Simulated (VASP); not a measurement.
# Na (Pm-3m) in VASP: notebook, part 2 of 3

VASP 6.6.1. Earlier steps stand in the parts before.

## (4) Relaxation of cell and atoms, PBEsol

This run uses another cell than the first one, of 43.24 Å³/atom.

File INCAR:

```
ALGO     = Normal         # electronic algorithm
EDIFF    = 1E-6           # SCF threshold, eV
EDIFFG   = -0.01          # ionic threshold
ENCUT    = 600            # plane-wave cutoff, eV
GGA      = PS             # functional
IBRION   = 2              # ionic algorithm
ISIF     = 3              # what is computed and relaxed
ISMEAR   = -1             # smearing method
LASPH    = True           # aspherical terms in the spheres
LCHARG   = False          # write CHGCAR
LREAL    = False          # projectors in reciprocal space
LWAVE    = False          # write WAVECAR
NELM     = 100            # most SCF steps
NSW      = 80             # ionic steps
PREC     = Accurate       # precision mode
SIGMA    = 0.1            # smearing width, eV
```

File KPOINTS:

```
k-points
0
Gamma
  12 12 12
```

File POSCAR:

```
Na
1.0
    3.5100000000      0.0000000000      0.0000000000
    0.0000000000      3.5100000000      0.0000000000
    0.0000000000      0.0000000000      3.5100000000
Na
1
Direct
    0.0000000000      0.0000000000      0.0000000000
```

Potentials or basis: VASP PAW PBE potentials, release 64 (Na_pv).

Started as:

```bash
> cat potpaw_PBE.64/Na_pv/POTCAR > POTCAR
> mpirun -np 1 vasp_std > vasp.out
```

OUTCAR:

```text
EDIFF = 1E-6
   EDIFFG = -0.01
   ENCUT = 600
   GGA = PS
   IBRION = 2
   ISIF = 3
   ISMEAR = -1
   LASPH = True
   LREAL = False
   NELM = 100
   NSW = 80
   PREC = Accurate

 ion  position               nearest neighbor table
   1  0.000  0.000  0.000-

  LATTYP: Found a simple cubic cell.
 ALAT       =     3.5100000000

  Lattice vectors:

 A1 = (   3.5100000000,   0.0000000000,   0.0000000000)
 A2 = (   0.0000000000,   3.5100000000,   0.0000000000)
 A3 = (   0.0000000000,   0.0000000000,   3.5100000000)

Analysis of symmetry for initial positions (statically):
=====================================================================
 Subroutine PRICEL returns:
 Original cell was already a primitive cell.

 Routine SETGRP: Setting up the symmetry group for a
 simple cubic supercell.

 Subroutine GETGRP returns: Found 48 space group operations
 (whereof 48 operations were pure point group operations)
 out of a pool of 48 trial point group operations.

The static configuration has the point symmetry O_h .

Analysis of symmetry for dynamics (positions and initial velocities):
=====================================================================
 Subroutine PRICEL returns:
 Original cell was already a primitive cell.

 Routine SETGRP: Setting up the symmetry group for a
 simple cubic supercell.

 Subroutine GETGRP returns: Found 48 space group operations
 (whereof 48 operations were pure point group operations)
 out of a pool of 48 trial point group operations.

The dynamic configuration has the point symmetry O_h .

 Subroutine INISYM returns: Found 48 space group operations
 (whereof 48 operations are pure point group operations),
 and found     1 'primitive' translations

----------------------------------------------------------------------------------------

                                     Primitive cell

  volume of cell :      43.2436
[... 110 lines left out ...]
  Thomas-Fermi vector in A             =   2.014130
   LORBIT       =      0    0 simple, 1 ext, 2 COOP (PROOUT), +10 PAW based schemes
   GGA     = PS    functional components
   LHFCALC =     F    Hartree Fock is set to
   AEXX    =    0.0000 exact exchange contribution
   IVDW    =     0    specifies the selected vdW correction
   LEPSILON=     F    determine dielectric tensor
   LRPA    =     F    only Hartree local field effects (RPA)
 conjugate gradient relaxation of ions
 non-spin polarized calculation
  energy-cutoff  :      600.00
  volume of cell :       43.24
 maximum number of plane-waves:      1472
   NGX = 15   NGY = 15   NGZ = 15

--------------------------------------- Ionic step        1  -------------------------------------------

 number of electron       6.9999981 magnetization

 Free energy of the ion-electron system (eV)
  ---------------------------------------------------
  ext. energy  EPLUGINS =         0.00000000
  ---------------------------------------------------
  free energy    TOTEN  =        -1.27866173 eV

  energy without entropy =       -1.26129729  energy(sigma->0) =       -1.26997951

------------------------ aborting loop because EDIFF is reached ----------------------------------------

  FORCE on cell =-STRESS in cart. coord.  units (eV):
  Direction    XX          YY          ZZ          XY          YZ          ZX
  --------------------------------------------------------------------------------------
  -------------------------------------------------------------------------------------
  Total       -0.1485004     -0.1485004     -0.1485004      0.0000000     -0.0000000      0.0000000
  in kB       -5.5019533     -5.5019533     -5.5019533      0.0000000     -0.0000000      0.0000000
  external PRESSURE =      -5.5019533 kB  Pullay stress =       0.0000000 kB
[... 22 lines left out ...]
--------------------------------------- Ionic step        2  -------------------------------------------

 number of electron       6.9999990 magnetization

 E-fermi :  -0.0274     XC(G=0):  -6.1562

 val. band max:       -0.1056098623   @ k =   0.3333   0.2500   0.2500
 cond. band min:      -0.0216707468   @ k =   0.4167   0.2500   0.0833
 fundamental gap:      0.0839391155
 Fermi energy:        -0.0273679720

 k-point     1 :       0.0000    0.0000    0.0000
  band No.  band energies     occupation
      1     -25.0778      2.00000
      2     -25.0778      2.00000
      3     -25.0778      2.00000
      4      -3.0495      2.00000
      5       7.9079      0.00000
      6       7.9079      0.00000
      7       9.0485      0.00000
[... 299 lines left out ...]
--------------------------------------- Ionic step        4  -------------------------------------------

 number of electron       7.0000008 magnetization

 Free energy of the ion-electron system (eV)
  ---------------------------------------------------
  ext. energy  EPLUGINS =         0.00000000
  ---------------------------------------------------
  free energy    TOTEN  =        -1.28698553 eV

  energy without entropy =       -1.27052881  energy(sigma->0) =       -1.27875717

 E-fermi :   0.2125     XC(G=0):  -6.3871

 val. band max:        0.1329411573   @ k =   0.3333   0.2500   0.2500
 cond. band min:       0.2206404362   @ k =   0.4167   0.2500   0.0833
 fundamental gap:      0.0876992790
 Fermi energy:         0.2124804269

 k-point     1 :       0.0000    0.0000    0.0000
  band No.  band energies     occupation
      1     -24.7838      2.00000
      2     -24.7838      2.00000
      3     -24.7838      2.00000
      4      -2.9927      2.00000
      5       8.5262      0.00000
      6       8.5262      0.00000
      7       9.8705      0.00000
[... 258 lines left out ...]
  FREE ENERGIE OF THE ION-ELECTRON SYSTEM (eV)
  ---------------------------------------------------
  free  energy   TOTEN  =        -1.2869855278 eV

  energy  without entropy=       -1.2705288132  energy(sigma->0) =       -1.27875717

 reached required accuracy - stopping structural energy minimisation
```

OSZICAR:

```text
N       E                     dE             d eps       ncg     rms          rms(c)
DAV:   1     0.232407869979E+02    0.23241E+02   -0.40499E+03  1176   0.890E+02
DAV:   2    -0.774643066673E+00   -0.24015E+02   -0.23993E+02  1239   0.147E+02
DAV:   3    -0.127766847733E+01   -0.50303E+00   -0.50302E+00  1498   0.309E+01
[... 27 lines left out ...]
DAV:   2    -0.129336825116E+01    0.18465E-01   -0.23334E-02  1183   0.331E+00    0.549E-01
DAV:   3    -0.128740296648E+01    0.59653E-02   -0.10634E-02  1211   0.214E+00    0.570E-02
DAV:   4    -0.128699152729E+01    0.41144E-03   -0.34412E-04  1176   0.448E-01    0.430E-03
DAV:   5    -0.128698608060E+01    0.54467E-05   -0.54660E-06  1316   0.571E-02    0.160E-03
DAV:   6    -0.128698552783E+01    0.55277E-06   -0.30487E-07   609   0.135E-02
   4 F= -.12869855E+01 E0= -.12787572E+01  d E =-.832380E-02
```

CONTCAR:

```text
Na
   1.00000000000000
     3.3808816028263733    0.0000000000000000    0.0000000000000000
     0.0000000000000000    3.3808816028263733    0.0000000000000000
    -0.0000000000000000   -0.0000000000000000    3.3808816028263733
  Na
     1
Direct
     0.0000000000000000    0.0000000000000000    0.0000000000000000

  0.00000000E+00  0.00000000E+00  0.00000000E+00
```

Wall time 44 s (1 thread of Intel Xeon 8259CL, shared host); peak memory 0.17 GiB.

Results:

```yaml
Free_energy: -1.2870 eV
Relaxed_volume: 38.64 Å³/atom
Relaxed_cell: a = 3.381 Å, b = 3.381 Å, c = 3.381 Å, α = 90.00°, β = 90.00°, γ = 90.00°
Space_group_after_relaxing_to_0.1_Å: Pm-3m (No. 221)
Energy_gained_by_relaxing: 8.3 meV/atom
Ionic_steps: 4
Pressure_after_relaxing: 0.0 GPa
Band_gap_on_the_k_mesh: zero (an odd number of electrons rules out a gap without spin polarisation)
```

The path:
```tsv
step	energy change (eV)	largest force (eV/Å)	pressure (GPa)	volume (Å³)
1	0.0000	0.0000	-0.55	43.24
2	-0.0029	0.0000	-0.48	42.32
3	-0.0080	0.0000	-0.14	39.63
4	-0.0083	0.0000	0.01	38.64
```

Final structure:
```
Na
1.0
     3.38088    0.00000    0.00000
     0.00000    3.38088    0.00000
     0.00000    0.00000    3.38088
Na
1
Direct
  0.00000 0.00000 0.00000
```

Caveat: the PAW data sets were made with another functional, which shifts forces and pressure a little.

## (5) Relaxation of cell and atoms, PBEsol, target pressure 5 GPa, at which the enthalpy is minimised

This run uses another cell than the first one, of 43.24 Å³/atom.

File INCAR:

```
SYSTEM = Na
PREC = Accurate
ENCUT = 600
EDIFF = 1E-7
ISMEAR = -1
SIGMA = 0.1
LREAL = .FALSE.
LASPH = .TRUE.
NELM = 60
ALGO = Normal
ISIF = 3
LWAVE = .FALSE.
LCHARG = .FALSE.
GGA = PS
IBRION = 2
NSW = 80
EDIFFG = -0.01
PSTRESS = 50.0
```

File KPOINTS:

```
Automatic mesh
0
G
  12 12 12
  0 0 0
```

POSCAR is that of step 4.

Potentials or basis: VASP PAW PBE potentials, release 64 (Na_pv).

Started as:

```bash
> cat potpaw_PBE.64/Na_pv/POTCAR > POTCAR
> mpirun -np 1 vasp_std > vasp.out
```

OUTCAR:

```text
SYSTEM = Na
   PREC = Accurate
   ENCUT = 600
   EDIFF = 1E-7
   ISMEAR = -1
   LREAL = .FALSE.
   LASPH = .TRUE.
   NELM = 60
   ISIF = 3
   GGA = PS
   IBRION = 2
   NSW = 80
   EDIFFG = -0.01
   PSTRESS = 50.0

 ion  position               nearest neighbor table
   1  0.000  0.000  0.000-

  LATTYP: Found a simple cubic cell.
 ALAT       =     3.5100000000

  Lattice vectors:

 A1 = (   3.5100000000,   0.0000000000,   0.0000000000)
 A2 = (   0.0000000000,   3.5100000000,   0.0000000000)
 A3 = (   0.0000000000,   0.0000000000,   3.5100000000)

Analysis of symmetry for initial positions (statically):
=====================================================================
 Subroutine PRICEL returns:
 Original cell was already a primitive cell.

 Routine SETGRP: Setting up the symmetry group for a
 simple cubic supercell.

 Subroutine GETGRP returns: Found 48 space group operations
 (whereof 48 operations were pure point group operations)
 out of a pool of 48 trial point group operations.

The static configuration has the point symmetry O_h .

Analysis of symmetry for dynamics (positions and initial velocities):
=====================================================================
 Subroutine PRICEL returns:
[... 135 lines left out ...]
   IVDW    =     0    specifies the selected vdW correction
   LEPSILON=     F    determine dielectric tensor
   LRPA    =     F    only Hartree local field effects (RPA)
 conjugate gradient relaxation of ions
 non-spin polarized calculation
  energy-cutoff  :      600.00
  volume of cell :       43.24
 maximum number of plane-waves:      1472
   NGX = 15   NGY = 15   NGZ = 15

--------------------------------------- Ionic step        1  -------------------------------------------

 number of electron       6.9999981 magnetization

 Free energy of the ion-electron system (eV)
  ---------------------------------------------------
  ext. energy  EPLUGINS =         0.00000000
  ---------------------------------------------------
  free energy    TOTEN  =        -1.27866169 eV

  energy without entropy =       -1.26129726  energy(sigma->0) =       -1.26997948

 E-fermi :  -0.0813     XC(G=0):  -6.1028

 val. band max:       -0.1588782982   @ k =   0.3333   0.2500   0.2500
 cond. band min:      -0.0759203753   @ k =   0.4167   0.2500   0.0833
 fundamental gap:      0.0829579229
 Fermi energy:        -0.0812902039

 k-point     1 :       0.0000    0.0000    0.0000
  band No.  band energies     occupation
      1     -25.1457      2.00000
      2     -25.1457      2.00000
      3     -25.1457      2.00000
      4      -3.0610      2.00000
      5       7.7667      0.00000
      6       7.7667      0.00000
      7       8.8619      0.00000
[... 414 lines left out ...]
--------------------------------------- Ionic step        6  -------------------------------------------

 number of electron       7.0000003 magnetization

 Free energy of the ion-electron system (eV)
  ---------------------------------------------------
  ext. energy  EPLUGINS =         0.00000000
  ---------------------------------------------------
  free energy    TOTEN  =        -1.14428586 eV

  energy without entropy =       -1.12960420  energy(sigma->0) =       -1.13694503

 E-fermi :   1.4935     XC(G=0):  -7.4713

 val. band max:        1.4675958158   @ k =   0.5000   0.0833   0.0000
 cond. band min:       1.5239496676   @ k =   0.4167   0.2500   0.0833
 fundamental gap:      0.0563538518
 Fermi energy:         1.4935439498

 k-point     1 :       0.0000    0.0000    0.0000
  band No.  band energies     occupation
      1     -23.3854      2.00000
      2     -23.3854      2.00000
      3     -23.3854      2.00000
      4      -2.5706      2.00000
      5      11.5539      0.00000
      6      11.5539      0.00000
      7      14.0170      0.00000
[... 262 lines left out ...]
  energy  without entropy=       -1.1296042037  energy(sigma->0) =       -1.13694503

  enthalpy is  TOTEN    =        -0.3193389522 eV   P V=        0.8249469116

 reached required accuracy - stopping structural energy minimisation
```

OSZICAR:

```text
N       E                     dE             d eps       ncg     rms          rms(c)
DAV:   1     0.232407869979E+02    0.23241E+02   -0.40499E+03  1176   0.890E+02
DAV:   2    -0.774643066673E+00   -0.24015E+02   -0.23993E+02  1239   0.147E+02
DAV:   3    -0.127766847733E+01   -0.50303E+00   -0.50302E+00  1498   0.309E+01
[... 54 lines left out ...]
DAV:   3    -0.114447994699E+01    0.27547E-02   -0.48832E-03  1190   0.151E+00    0.394E-02
DAV:   4    -0.114428841022E+01    0.19154E-03   -0.16690E-04  1190   0.319E-01    0.304E-03
DAV:   5    -0.114428623404E+01    0.21762E-05   -0.20797E-06  1463   0.339E-02    0.111E-03
DAV:   6    -0.114428586048E+01    0.37356E-06   -0.23826E-07   924   0.123E-02    0.773E-05
DAV:   7    -0.114428586378E+01   -0.32961E-08   -0.57398E-09   588   0.131E-03
   6 F= -.31933895E+00 E0= -.31199812E+00  d E =-.390202E+00
```

CONTCAR:

```text
Na
   1.00000000000000
     2.9788972694262812    0.0000000000000000    0.0000000000000000
     0.0000000000000000    2.9788972694262812    0.0000000000000000
     0.0000000000000000   -0.0000000000000000    2.9788972694262812
  Na
     1
Direct
     0.0000000000000000    0.0000000000000000    0.0000000000000000

  0.00000000E+00  0.00000000E+00  0.00000000E+00
```

Wall time 82 s (1 thread of Intel Xeon 8259CL, shared host); peak memory 0.17 GiB.

What came out:

```yaml
Free_energy: -1.1443 eV
Relaxed_volume: 26.43 Å³/atom
Relaxed_cell: a = 2.979 Å, b = 2.979 Å, c = 2.979 Å, α = 90.00°, β = 90.00°, γ = 90.00°
Space_group_after_relaxing_to_0.1_Å: Pm-3m (No. 221)
Energy_change_on_relaxing_the_run_minimises_the_enthalpy: +134.4 meV/atom
Ionic_steps: 6
Pressure_after_relaxing: 5.0 GPa
Band_gap_on_the_k_mesh: zero (an odd number of electrons rules out a gap without spin polarisation)
```

Step by step:
```
step  energy change (eV)  largest force (eV/Å)  pressure (GPa)  volume (Å³)
   1              0.0000                0.0000           -0.55        43.24
   2              0.0030                0.0000            0.94        34.53
   3              0.0719                0.0000            3.27        28.88
   4              0.5389                0.0000           15.77        19.51
   5              0.1206                0.0000            4.63        26.89
   6              0.1344                0.0000            5.01        26.43
```

Final structure:
```cif
data_structure
_symmetry_space_group_name_H-M 'P 1'
_symmetry_Int_Tables_number 1
_cell_length_a 2.9789
_cell_length_b 2.9789
_cell_length_c 2.9789
_cell_angle_alpha 90.000
_cell_angle_beta 90.000
_cell_angle_gamma 90.000
_cell_volume 26.43
loop_
_atom_site_label
_atom_site_type_symbol
_atom_site_fract_x
_atom_site_fract_y
_atom_site_fract_z
_atom_site_occupancy
Na1 Na 0.00000 0.00000 0.00000 1
```

Caveat: the cell is relaxed towards a set pressure, so the run minimises the enthalpy, not the energy; the volume moved by over 15 % at a fixed basis, so the end points are rough; the PAW data sets were made with another functional, which shifts forces and pressure a little.

## (6) Relaxation of cell and atoms, PBEsol, target pressure 10 GPa, at which the enthalpy is minimised

This run uses another cell than the first one, of 43.24 Å³/atom.

File INCAR:

```
  ALGO = Normal
  EDIFF = 1E-7
  EDIFFG = -0.01
  ENCUT = 600
  GGA = PS
  IBRION = 2
  ISIF = 3
  ISMEAR = -1
  LASPH = True
  LCHARG = False
  LREAL = False
  LWAVE = False
  NELM = 100
  NSW = 80
  PREC = Accurate
  PSTRESS = 100.0
  SIGMA = 0.1
```

File KPOINTS:

```
k-points
0
Gamma
  12 12 12
```

POSCAR is that of step 5.

Potentials or basis: VASP PAW PBE potentials, release 64 (Na_pv).

Started as:

```bash
> cat potpaw_PBE.64/Na_pv/POTCAR > POTCAR
> mpirun -np 1 vasp_std > vasp.out
```

Run time: 2.2 min. Hardware: 1 thread of Intel Xeon 8259CL, shared host; peak memory 0.17 GiB.

The run converged. Its results:

* Free energy: -0.9575 eV
* Relaxed volume: 22.28 Å³/atom
* Relaxed cell: a = 2.814 Å, b = 2.814 Å, c = 2.814 Å, α = 90.00°, β = 90.00°, γ = 90.00°
* Space group after relaxing (to 0.1 Å): Pm-3m (No. 221)
* Energy change on relaxing (the run minimises the enthalpy): +321.1 meV/atom
* Ionic steps: 18
* Pressure after relaxing: 10.0 GPa
* Band gap on the k mesh: zero (an odd number of electrons rules out a gap without spin polarisation)

Step by step:
```csv
step,energy change (eV),largest force (eV/Å),pressure (GPa),volume (Å³)
1,0.0000,0.0000,-0.55,43.24
2,0.0974,0.0000,4.01,27.75
3,0.2478,0.0000,8.00,23.59
4,0.3342,0.0000,10.26,22.07
5,0.3133,0.0000,9.73,22.41
6,0.3134,0.0000,9.75,22.40
7,0.3137,0.0000,9.74,22.40
8,0.3138,0.0000,9.74,22.40
9,0.3138,0.0000,9.73,22.40
10,0.3138,0.0000,9.73,22.40
11,0.3138,0.0000,9.73,22.40
12,0.3139,0.0000,9.73,22.40
13,0.3140,0.0000,9.76,22.40
14,0.3142,0.0000,9.75,22.39
15,0.3147,0.0000,9.76,22.38
16,0.3156,0.0000,9.79,22.37
17,0.3174,0.0000,9.84,22.34
18,0.3211,0.0000,9.95,22.28
```

Final structure:
```
Na
1.0
     2.81384    0.00000    0.00000
     0.00000    2.81384    0.00000
     0.00000    0.00000    2.81384
Na
1
Cartesian
  0.0000 0.0000 2.8138
```

Levels at points of the mesh, in eV from the Fermi level:
```csv
k point,band 1,band 2,band 3,band 4,band 5,band 6,band 7
"(0.00, 0.00, 0.00)",-24.91,-24.91,-24.91,-4.51,10.92,10.92,14.06
"(0.50, 0.00, 0.00)",-25.19,-24.89,-24.89,-0.18,0.79,14.26,16.24
"(0.50, 0.50, 0.00)",-25.15,-25.15,-24.87,3.46,4.47,4.47,6.93
"(0.50, 0.50, 0.50)",-25.11,-25.11,-25.11,7.39,7.39,7.39,9.38
```

Caveat: the cell is relaxed towards a set pressure, so the run minimises the enthalpy, not the energy; the volume moved by over 15 % at a fixed basis, so the end points are rough; the PAW data sets were made with another functional, which shifts forces and pressure a little.

[end of part 2 of 3]

The gap in the log of VASP goes by the Fermi energy; the results here count the filled bands.